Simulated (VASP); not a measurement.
Crystal: ScTa3F.

```xyz
5
Lattice="3.3581 0.0000 0.0000 0.0000 3.3581 0.0000 0.0000 0.0000 7.4936" Properties=species:S:1:pos:R:3 pbc="T T T"
Sc    0.0000    0.0000    3.7468
Ta    1.6791    1.6791    1.4750
Ta    1.6791    1.6791    6.0186
Ta    0.0000    0.0000    0.0000
F     1.6791    1.6791    3.7468
```

The cell was generated, and may not be a known phase.

| Quantity | Value |
| --- | --- |
| Program | VASP 6.6.1 |
| Task | relaxation of cell and atoms |
| Functional | PBE |
| Potentials or basis | VASP PAW PBE potentials, release 64 (Sc_sv, Ta_pv, F) |
| Cutoff | 600 eV |
| k mesh | 6 × 6 × 2 |
| Occupations | gaussian, width 0.1 eV |
| Spin | no spin polarisation |

At the start: pressure 0.2 GPa; volume 16.90 Å³/atom.

Question: How do energy, volume and symmetry change on relaxing?

Answer: Over 9 steps the energy falls by 3.0 meV/atom and the volume is 16.85 Å³/atom (-0.3 %); space group P4/mmm (No. 123, to 0.1 Å) before and after.

Step by step:
```
step  energy change (eV)  largest force (eV/Å)  pressure (GPa)  volume (Å³)
   1              0.0000                0.1965            0.17        84.50
   2             -0.0128                0.0616           -0.78        84.71
   3             -0.0129                0.0860           -0.88        84.73
   4             -0.0126                0.0090            1.10        83.64
   5             -0.0147                0.0401            0.07        84.21
   6             -0.0147                0.0406            0.06        84.22
   7             -0.0145                0.0558           -0.26        84.39
   8             -0.0147                0.0416            0.02        84.23
   9             -0.0149                0.0128            0.01        84.27
```

Final structure:
```yaml
crystal:
  lattice:
    - [3.32967, 0.00000, 0.00000]
    - [0.00000, 3.32967, 0.00000]
    - [0.00000, 0.00000, 7.60064]
  atoms:
    - { symbol: Sc, position: [0.00000, 0.00000, 0.50000] }
    - { symbol: Ta, position: [0.50000, 0.50000, 0.19790] }
    - { symbol: Ta, position: [0.50000, 0.50000, 0.80210] }
    - { symbol: Ta, position: [0.00000, 0.00000, 0.00000] }
    - { symbol: F, position: [0.50000, 0.50000, 0.50000] }
```

Caveat: the k points lie up to 0.41 Å⁻¹ apart in the final cell, too coarse for converged energies and pressures of a metal.
